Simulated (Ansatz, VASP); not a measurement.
One calculation of GaAs, two programs

```xyz
2
Lattice="2.7734 2.7734 0.0000 -2.7734 2.7734 0.0000 0.0000 2.7734 2.8263" Properties=species:S:1:pos:R:3 pbc="T T T"
Ga    0.0000    0.0000    0.0000
As    1.3867    4.1601    1.4131
```

Change from the starting cell: film at in-plane strain -0.01.

Alike in both runs: task single point; functional LDA; k mesh 8 × 8 × 8; no spin polarisation.

|  | VASP | Ansatz |
| --- | --- | --- |
| version | VASP 6.6.1 | Ansatz 0.2.0 |
| potentials or method | VASP PAW LDA potentials, release 64 (Ga_d, As), cutoff 520 eV | all-electron LAPW, scalar-relativistic |
| occupations | gaussian, width 0.01 eV | fixed |

```csv
,VASP,Ansatz,Ansatz less VASP
gap on the k mesh at the Fermi level (eV),0.58,0.53,-0.052
pressure (GPa),1.2,0.9,-0.31
"traceless stress, the component that is largest in VASP (GPa)",-0.84,-0.84,-0.003
```

LDA's correlation is that of Perdew and Zunger in VASP and of Perdew and Wang (1992) in Ansatz. Ansatz ran all-electron here, and VASP with PAW potentials.
